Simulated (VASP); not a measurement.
# SiNi3 (Pm-3m) in VASP: settings compared

Aim: see how the results for SiNi3 move with the level of theory and the settings. Levels: PBEsol, LDA. Tasks: single point.

Program: VASP 6.6.1. These are calculated values, not measurements. Logs are shortened: lines on timing, memory, paths and dates and some standing lists are left out, and cuts for length are marked.

## Step 1: The cell of the first run

It takes space group Pm-3m (No. 221, cubic). Conventional cell: a = 3.565 Å, b = 3.565 Å, c = 3.565 Å, α = 90.00°, β = 90.00°, γ = 90.00°. Within 3.3 Å of Ni (site symmetry 4/mmm) lie 8 Ni at 2.52 Å and 4 Si at 2.52 Å. Si (site symmetry m-3m) has 12 Ni at 2.52 Å within 3.3 Å.

## Step 2: Single point, PBEsol, collinear spin, ferromagnetic start

INCAR reads:

```
SYSTEM = SiNi3
PREC = Accurate
ENCUT = 520
EDIFF = 1E-6
ISMEAR = -1
SIGMA = 0.05
LREAL = .False.
LASPH = .True.
NELM = 150
ALGO = Fast
ISIF = 2
LWAVE = .False.
LCHARG = .True.
ISPIN = 2
MAGMOM = 1 1 1 0
LORBIT = 11
LMAXMIX = 4
GGA = PS
LELF = .True.
LVHAR = .True.
NBANDS = 29
```

KPOINTS reads:

```
regular mesh
0
Gamma
  8 8 8
  0 0 0
```

POSCAR reads:

```
SiNi3
1.0
    3.5654576373      0.0000000000      0.0000000000
    0.0000000000      3.5654576373      0.0000000000
    0.0000000000      0.0000000000      3.5654576373
Ni Si
3 1
Direct
    0.5000000000      0.5000000000      0.0000000000
    0.5000000000      0.0000000000      0.5000000000
    0.0000000000      0.5000000000      0.5000000000
    0.0000000000      0.0000000000      0.0000000000
```

Potentials or basis: VASP PAW PBE potentials, release 64 (Ni, Si).

The run is started by

```sh
$ cat potpaw_PBE.64/Ni/POTCAR potpaw_PBE.64/Si/POTCAR > POTCAR
$ mpirun -np 1 vasp_std > vasp.out
```

OUTCAR:

```text
SYSTEM = SiNi3
   PREC = Accurate
   ENCUT = 520
   EDIFF = 1E-6
   ISMEAR = -1
   LREAL = .False.
   LASPH = .True.
   NELM = 150
   ISIF = 2
   ISPIN = 2
   LORBIT = 11
   GGA = PS

 ion  position               nearest neighbor table
   1  0.500  0.500  0.000-   2 2.52   3 2.52   4 2.52   2 2.52   3 2.52   2 2.52   4 2.52   2 2.52
                             3 2.52   4 2.52   3 2.52   4 2.52
   2  0.500  0.000  0.500-   1 2.52   3 2.52   4 2.52   1 2.52   4 2.52   1 2.52   3 2.52   1 2.52
                             3 2.52   4 2.52   4 2.52   3 2.52
   3  0.000  0.500  0.500-   1 2.52   2 2.52   4 2.52   1 2.52   4 2.52   2 2.52   4 2.52   4 2.52
                             1 2.52   2 2.52   1 2.52   2 2.52
   4  0.000  0.000  0.000-   1 2.52   2 2.52   3 2.52   2 2.52   3 2.52   1 2.52   3 2.52   3 2.52
                             1 2.52   2 2.52   2 2.52   1 2.52

  LATTYP: Found a simple cubic cell.
 ALAT       =     3.5654576373

  Lattice vectors:

 A1 = (   3.5654576373,   0.0000000000,   0.0000000000)
 A2 = (   0.0000000000,   3.5654576373,   0.0000000000)
 A3 = (   0.0000000000,   0.0000000000,   3.5654576373)

Analysis of symmetry for initial positions (statically):
=====================================================================
 Subroutine PRICEL returns:
 Original cell was already a primitive cell.

 Routine SETGRP: Setting up the symmetry group for a
 simple cubic supercell.

 Subroutine GETGRP returns: Found 48 space group operations
 (whereof 48 operations were pure point group operations)
 out of a pool of 48 trial point group operations.

The static configuration has the point symmetry O_h .

Analysis of symmetry for dynamics (positions and initial velocities):
=====================================================================
 Subroutine PRICEL returns:
 Original cell was already a primitive cell.

 Routine SETGRP: Setting up the symmetry group for a
 simple cubic supercell.

 Subroutine GETGRP returns: Found 48 space group operations
 (whereof 48 operations were pure point group operations)
 out of a pool of 48 trial point group operations.

The dynamic configuration has the point symmetry O_h .

Analysis of structural, dynamic, and magnetic symmetry:
=====================================================================
 Subroutine PRICEL returns:
 Original cell was already a primitive cell.

 Routine SETGRP: Setting up the symmetry group for a
 simple cubic supercell.

 Subroutine GETGRP returns: Found 48 space group operations
 (whereof 48 operations were pure point group operations)
 out of a pool of 48 trial point group operations.

The overall configuration has the point symmetry O_h .

 Subroutine INISYM returns: Found 48 space group operations
 (whereof 48 operations are pure point group operations),
 and found     1 'primitive' translations

----------------------------------------------------------------------------------------

                                     Primitive cell

  volume of cell :      45.3258

  direct lattice vectors                    reciprocal lattice vectors
     3.565457637  0.000000000  0.000000000     0.280468905  0.000000000  0.000000000
     0.000000000  3.565457637  0.000000000     0.000000000  0.280468905  0.000000000
     0.000000000  0.000000000  3.565457637     0.000000000  0.000000000  0.280468905

  length of vectors
     3.565457637  3.565457637  3.565457637     0.280468905  0.280468905  0.280468905

  position of ions in fractional coordinates (direct lattice)
     0.500000000  0.500000000  0.000000000
     0.500000000  0.000000000  0.500000000
     0.000000000  0.500000000  0.500000000
     0.000000000  0.000000000  0.000000000

  ion indices of the primitive-cell ions
   primitive index   ion index
                 1           1
                 2           2
                 3           3
                 4           4

----------------------------------------------------------------------------------------

 KPOINTS: regular mesh

Automatic generation of k-mesh.
 Grid dimensions read from file:
 generate k-points for:    8    8    8

 Generating k-lattice:

  Cartesian coordinates                     Fractional coordinates (reciprocal lattice)
     0.035058613  0.000000000  0.000000000     0.125000000  0.000000000  0.000000000
     0.000000000  0.035058613  0.000000000     0.000000000  0.125000000  0.000000000
     0.000000000  0.000000000  0.035058613     0.000000000  0.000000000  0.125000000

  Length of vectors
     0.035058613  0.035058613  0.035058613

  Shift w.r.t. Gamma in fractional coordinates (k-lattice)
     0.000000000  0.000000000  0.000000000

 Subroutine IBZKPT returns following result:
 ===========================================

 Found     35 irreducible k-points:

 Following reciprocal coordinates:
            Coordinates               Weight
  0.000000  0.000000  0.000000      1.000000
  0.125000  0.000000  0.000000      6.000000
[... 85 lines left out ...]

 k-point     1 :       0.0000    0.0000    0.0000
  band No.  band energies     occupation
      1      -1.7635      1.00000
      2       5.1999      1.00000
      3       5.9954      1.00000
      4       5.9954      1.00000
      5       6.4785      1.00000
      6       6.4785      1.00000
[... 21 lines left out ...]
     28      23.3644      0.00000
     29      23.4414      0.00000

 k-point     2 :       0.1250    0.0000    0.0000
  band No.  band energies     occupation
      1      -1.5886      1.00000
      2       5.1951      1.00000
      3       5.7528      1.00000
      4       6.1168      1.00000
      5       6.4601      1.00000
      6       6.4601      1.00000
[... 21 lines left out ...]
     28      22.5790      0.00000
     29      23.4235      0.00000

 k-point     3 :       0.2500    0.0000    0.0000
  band No.  band energies     occupation
      1      -1.0815      1.00000
      2       4.4169      1.00000
      3       5.7303      1.00000
      4       6.3925      1.00000
      5       6.3925      1.00000
      6       6.4487      1.00000
[... 638 lines left out ...]
      5       6.4841      1.00000
      6       6.9591      1.00000
[... 21 lines left out ...]
     28      24.0066      0.00000
     29      24.9813      0.00000

 k-point    24 :       0.5000    0.3750    0.1250
  band No.  band energies     occupation
      1       1.3589      1.00000
      2       3.7392      1.00000
      3       4.4898      1.00000
      4       6.0806      1.00000
      5       6.3994      1.00000
      6       7.0762      1.00000
[... 21 lines left out ...]
     28      24.1948      0.00000
     29      26.3209      0.00000

 [... further k-points ...]

 spin component 2

 k-point     1 :       0.0000    0.0000    0.0000
  band No.  band energies     occupation
      1      -1.7635      1.00000
      2       5.2001      1.00000
      3       5.9956      1.00000
      4       5.9956      1.00000
      5       6.4789      1.00000
      6       6.4789      1.00000
[... 21 lines left out ...]
     28      23.3731      0.00000
     29      23.4415      0.00000

 k-point     2 :       0.1250    0.0000    0.0000
  band No.  band energies     occupation
      1      -1.5886      1.00000
      2       5.1953      1.00000
      3       5.7531      1.00000
      4       6.1171      1.00000
      5       6.4606      1.00000
      6       6.4606      1.00000
[... 21 lines left out ...]
     28      22.5790      0.00000
     29      23.4235      0.00000

 k-point     3 :       0.2500    0.0000    0.0000
  band No.  band energies     occupation
      1      -1.0815      1.00000
      2       4.4169      1.00000
      3       5.7305      1.00000
      4       6.3928      1.00000
      5       6.3928      1.00000
      6       6.4490      1.00000
[... 638 lines left out ...]
      5       6.4842      1.00000
      6       6.9595      1.00000
[... 21 lines left out ...]
     28      24.0066      0.00000
     29      24.9814      0.00000

 k-point    24 :       0.5000    0.3750    0.1250
  band No.  band energies     occupation
      1       1.3588      1.00000
      2       3.7393      1.00000
      3       4.4899      1.00000
      4       6.0808      1.00000
      5       6.3996      1.00000
      6       7.0766      1.00000
[... 21 lines left out ...]
     28      24.1949      0.00000
     29      26.2721      0.00000

 [... further k-points ...]
[... 5 lines left out ...]
  --------------------------------------------------------------------------------------
  -------------------------------------------------------------------------------------
  Total       -4.8563684     -4.8563684     -4.8563684     -0.0000000     -0.0000000      0.0000000
  in kB     -171.6628684   -171.6628684   -171.6628684     -0.0000000     -0.0000000      0.0000000
  external PRESSURE =    -171.6628684 kB  Pullay stress =       0.0000000 kB

 VOLUME and BASIS-vectors are now :
 -----------------------------------------------------------------------------
  energy-cutoff  :      520.00
  volume of cell :       45.33
      direct lattice vectors                 reciprocal lattice vectors
     3.565457637  0.000000000  0.000000000     0.280468905  0.000000000  0.000000000
     0.000000000  3.565457637  0.000000000     0.000000000  0.280468905  0.000000000
     0.000000000  0.000000000  3.565457637     0.000000000  0.000000000  0.280468905

 POSITION                                       TOTAL-FORCE (eV/Angst)
 -----------------------------------------------------------------------------------
      1.78273      1.78273      0.00000         0.000000      0.000000      0.000000
      1.78273      0.00000      1.78273         0.000000      0.000000      0.000000
      0.00000      1.78273      1.78273         0.000000      0.000000      0.000000
      0.00000      0.00000      0.00000         0.000000      0.000000      0.000000
 -----------------------------------------------------------------------------------
    total drift:                                0.000000      0.000000      0.000000

  FREE ENERGIE OF THE ION-ELECTRON SYSTEM (eV)
  ---------------------------------------------------
  free  energy   TOTEN  =       -26.0759652328 eV

  energy  without entropy=      -26.0571940138  energy(sigma->0) =      -26.06657962

 total charge

# of ion       s       p       d       tot
------------------------------------------
    1        0.466   0.524   8.385   9.376
    2        0.466   0.524   8.385   9.376
    3        0.466   0.524   8.385   9.376
    4        0.729   0.788   0.000   1.517
--------------------------------------------------
tot          2.128   2.362  25.155  29.644

 magnetization (x)

# of ion       s       p       d       tot
------------------------------------------
    1       -0.000  -0.000   0.000   0.000
    2       -0.000  -0.000   0.000   0.000
    3       -0.000  -0.000   0.000   0.000
    4       -0.000  -0.000   0.000  -0.000
--------------------------------------------------
tot         -0.000  -0.000   0.001   0.001
```

Wall time 1.7 min (1 thread of Intel Xeon Platinum 8488C (Sapphire Rapids), shared host); peak memory 0.21 GiB.

Results:

- Free energy: -26.0760 eV
- Pressure: -17.2 GPa
- Band gap on the k mesh: zero (filled and empty bands overlap)
- Net moment: 0.00 μB per cell
- Valence electrons inside the program's atomic spheres: Ni 9.38; Si 1.52

Caveat: the PAW data sets were made with another functional, which shifts forces and pressure a little.

## Step 3: Single point, LDA, collinear spin, ferromagnetic start

This run uses another cell than the first one, of 11.55 Å³/atom, 1.020 times its volume.

INCAR reads:

```
  ALGO = Normal
  EDIFF = 1E-7
  ENCUT = 520
  ISIF = 2
  ISMEAR = -1
  ISPIN = 2
  LASPH = True
  LCHARG = False
  LMAXMIX = 4
  LORBIT = 11
  LREAL = False
  LWAVE = False
  MAGMOM = 1 1 1 0
  NBANDS = 29
  NELM = 150
  PREC = Accurate
  SIGMA = 0.05
```

KPOINTS reads:

```
k-points
0
Gamma
  8 8 8
```

POSCAR reads:

```
SiNi3
1.0
    3.5886106083      0.0000000000      0.0000000000
    0.0000000000      3.5886106083      0.0000000000
    0.0000000000      0.0000000000      3.5886106083
Ni Si
3 1
Direct
    0.5000000000      0.5000000000      0.0000000000
    0.5000000000      0.0000000000      0.5000000000
    0.0000000000      0.5000000000      0.5000000000
    0.0000000000      0.0000000000      0.0000000000
```

Potentials or basis: VASP PAW LDA potentials, release 64 (Ni, Si).

The run is started by

```sh
$ cat potpaw_LDA.64/Ni/POTCAR potpaw_LDA.64/Si/POTCAR > POTCAR
$ mpirun -np 1 vasp_std > vasp.out
```

Wall time 95 s (1 thread of Intel Xeon Platinum 8488C (Sapphire Rapids), shared host); peak memory 0.19 GiB.

Results (log left out):

```yaml
Free_energy: -27.3979 eV
Pressure: -25.4 GPa
Band_gap_on_the_k_mesh: zero (filled and empty bands overlap)
Net_moment: 0.00 μB per cell
Valence_electrons_inside_the_program's_atomic_spheres: Ni 9.35; Si 1.52
```

Levels at points of the mesh, in eV from the Fermi level:
Spin up:
```tsv
k point	band 15	band 16	band 17	band 18	band 19	band 20
(0.00, 0.00, 0.00)	-0.54	-0.27	0.01	0.01	0.01	4.16
(0.50, 0.00, 0.00)	-1.03	-0.49	0.01	3.37	3.37	4.62
(0.50, 0.50, 0.00)	-1.02	-0.92	-0.88	0.59	0.59	5.20
(0.50, 0.50, 0.50)	-1.13	-0.21	-0.20	-0.20	-0.20	0.92
```
Spin down:
| k point | band 14 | band 15 | band 16 | band 17 | band 18 | band 19 | band 20 | band 21 |
| --- | --- | --- | --- | --- | --- | --- | --- | --- |
| (0.00, 0.00, 0.00) | -0.54 | -0.54 | -0.27 | 0.01 | 0.01 | 0.01 | 4.16 | 6.06 |
| (0.50, 0.00, 0.00) | -1.15 | -1.03 | -0.49 | 0.01 | 3.37 | 3.37 | 4.62 | 5.13 |
| (0.50, 0.50, 0.00) | -1.27 | -1.02 | -0.92 | -0.88 | 0.59 | 0.59 | 5.20 | 6.01 |
| (0.50, 0.50, 0.50) | -1.13 | -1.13 | -0.21 | -0.20 | -0.20 | -0.20 | 0.92 | 3.73 |

## Step 4: Single point, PBEsol, collinear spin, ferromagnetic start

This run uses another cell than the first one, of 11.55 Å³/atom, 1.020 times its volume.

INCAR reads:

```
SYSTEM = SiNi3
PREC = Accurate ; ENCUT = 520
EDIFF = 1E-6 ; ISMEAR = -1
SIGMA = 0.05 ; LREAL = .False.
LASPH = .True. ; NELM = 150
ALGO = Normal ; ISIF = 2
LWAVE = .False. ; LCHARG = .False.
ISPIN = 2 ; MAGMOM = 1 1 1 0
LORBIT = 11 ; LMAXMIX = 4
GGA = PS ; NBANDS = 29
```

KPOINTS reads:

```
regular mesh
0
Gamma
  8 8 8
  0 0 0
```

POSCAR is that of step 3.

Potentials or basis: VASP PAW PBE potentials, release 64 (Ni, Si).

The run is started by

```sh
$ cat potpaw_PBE.64/Ni/POTCAR potpaw_PBE.64/Si/POTCAR > POTCAR
$ mpirun -np 1 vasp_std > vasp.out
```

Wall time 1.7 min (1 thread of Intel Xeon Platinum 8488C (Sapphire Rapids), shared host); peak memory 0.21 GiB.

The run converged. Its results:

```
Free energy                                           : -25.9733 eV
Pressure                                              : -19.9 GPa
Band gap on the k mesh                                : zero (filled and empty bands overlap)
Net moment                                            : 0.00 μB per cell
Valence electrons inside the program's atomic spheres : Ni 9.34; Si 1.51
```

Levels at points of the mesh, in eV from the Fermi level:
Spin up:
```csv
k point,band 14,band 15,band 16,band 17,band 18,band 19,band 20,band 21
"(0.00, 0.00, 0.00)",-0.55,-0.55,-0.27,0.02,0.02,0.02,4.20,6.00
"(0.50, 0.00, 0.00)",-1.15,-1.03,-0.49,0.02,3.36,3.36,4.67,5.08
"(0.50, 0.50, 0.00)",-1.28,-1.01,-0.92,-0.87,0.59,0.59,5.20,5.99
"(0.50, 0.50, 0.50)",-1.12,-1.12,-0.30,-0.20,-0.20,-0.20,0.94,3.71
```
Spin down:
| k point | band 15 | band 16 | band 17 | band 18 | band 19 | band 20 |
| --- | --- | --- | --- | --- | --- | --- |
| (0.00, 0.00, 0.00) | -0.55 | -0.27 | 0.02 | 0.02 | 0.02 | 4.20 |
| (0.50, 0.00, 0.00) | -1.03 | -0.49 | 0.02 | 3.36 | 3.36 | 4.67 |
| (0.50, 0.50, 0.00) | -1.01 | -0.92 | -0.87 | 0.59 | 0.59 | 5.20 |
| (0.50, 0.50, 0.50) | -1.12 | -0.30 | -0.19 | -0.19 | -0.19 | 0.94 |

Caveat: the PAW data sets were made with another functional, which shifts forces and pressure a little.

## Step 5: Single point, LDA, collinear spin, ferromagnetic start

This run uses another cell than the first one, of 11.78 Å³/atom, 1.039 times its volume.

INCAR reads:

```
SYSTEM = SiNi3
PREC = Accurate
ENCUT = 520
EDIFF = 1E-6
ISMEAR = -1
SIGMA = 0.05
LREAL = .FALSE.
LASPH = .TRUE.
NELM = 150
ALGO = Normal
ISIF = 2
LWAVE = .FALSE.
LCHARG = .FALSE.
ISPIN = 2
MAGMOM = 1 1 1 0
LORBIT = 11
LMAXMIX = 4
GGA = CA
NBANDS = 29
```

KPOINTS reads:

```
regular mesh
0
G
  8 8 8
  0 0 0
```

POSCAR reads:

```
SiNi3
1.0
    3.6114686170      0.0000000000      0.0000000000
    0.0000000000      3.6114686170      0.0000000000
    0.0000000000      0.0000000000      3.6114686170
Ni Si
3 1
Direct
    0.5000000000      0.5000000000      0.0000000000
    0.5000000000      0.0000000000      0.5000000000
    0.0000000000      0.5000000000      0.5000000000
    0.0000000000      0.0000000000      0.0000000000
```

Potentials or basis: VASP PAW LDA potentials, release 64 (Ni, Si).

The run is started by

```sh
$ cat potpaw_LDA.64/Ni/POTCAR potpaw_LDA.64/Si/POTCAR > POTCAR
$ mpirun -np 1 vasp_std > vasp.out
```

Wall time 97 s (1 thread of Intel Xeon Platinum 8488C (Sapphire Rapids), shared host); peak memory 0.19 GiB.

It converged, with:

```yaml
Free_energy: -27.2509 eV
Pressure: -27.6 GPa
Band_gap_on_the_k_mesh: zero (filled and empty bands overlap)
Net_moment: 0.00 μB per cell
Valence_electrons_inside_the_program's_atomic_spheres: Ni 9.32; Si 1.51
```

Levels at points of the mesh, in eV from the Fermi level:
Spin up:
| k point | band 13 | band 14 | band 15 | band 16 | band 17 | band 18 | band 19 | band 20 | band 21 | band 22 |
| --- | --- | --- | --- | --- | --- | --- | --- | --- | --- | --- |
| (0.00, 0.00, 0.00) | -0.73 | -0.53 | -0.53 | -0.26 | 0.01 | 0.01 | 0.01 | 3.99 | 5.97 | 5.97 |
| (0.50, 0.00, 0.00) | -1.17 | -1.11 | -1.01 | -0.48 | 0.01 | 3.30 | 3.30 | 4.48 | 5.09 | 5.09 |
| (0.50, 0.50, 0.00) | -1.25 | -1.23 | -0.99 | -0.89 | -0.85 | 0.58 | 0.58 | 5.09 | 5.92 | 7.39 |
| (0.50, 0.50, 0.50) | -1.24 | -1.10 | -1.10 | -0.20 | -0.20 | -0.20 | -0.18 | 0.85 | 3.65 | 3.65 |
Spin down:
```csv
k point,band 14,band 15,band 16,band 17,band 18,band 19,band 20,band 21
"(0.00, 0.00, 0.00)",-0.53,-0.53,-0.26,0.01,0.01,0.01,3.99,5.97
"(0.50, 0.00, 0.00)",-1.11,-1.01,-0.48,0.01,3.30,3.30,4.48,5.09
"(0.50, 0.50, 0.00)",-1.23,-0.99,-0.89,-0.85,0.58,0.58,5.09,5.92
"(0.50, 0.50, 0.50)",-1.10,-1.10,-0.19,-0.19,-0.19,-0.18,0.85,3.65
```

## Step 6: The runs side by side

```csv
level,potentials or basis,cell,gap on the mesh (eV),pressure (GPa),moment (μB)
PBEsol,"VASP PAW PBE potentials, release 64 (Ni, Si)","a = 3.565 Å, 4 atoms",none,-17.2,0.00
LDA,"VASP PAW LDA potentials, release 64 (Ni, Si)","a = 3.589 Å, 4 atoms",none,-25.4,0.00
PBEsol,"VASP PAW PBE potentials, release 64 (Ni, Si)","a = 3.589 Å, 4 atoms",none,-19.9,0.00
LDA,"VASP PAW LDA potentials, release 64 (Ni, Si)","a = 3.611 Å, 4 atoms",none,-27.6,0.00
```

Alike in all rows: task single point; spin collinear, ferromagnetic start; k mesh 8 × 8 × 8; cutoff (eV) 520; smearing fermi-dirac 0.05 eV.

Caveats: the PAW data sets were made with another functional, which shifts forces and pressure a little (some runs).

Total energies depend on the potentials used, so only differences within one code and one set of settings carry meaning.
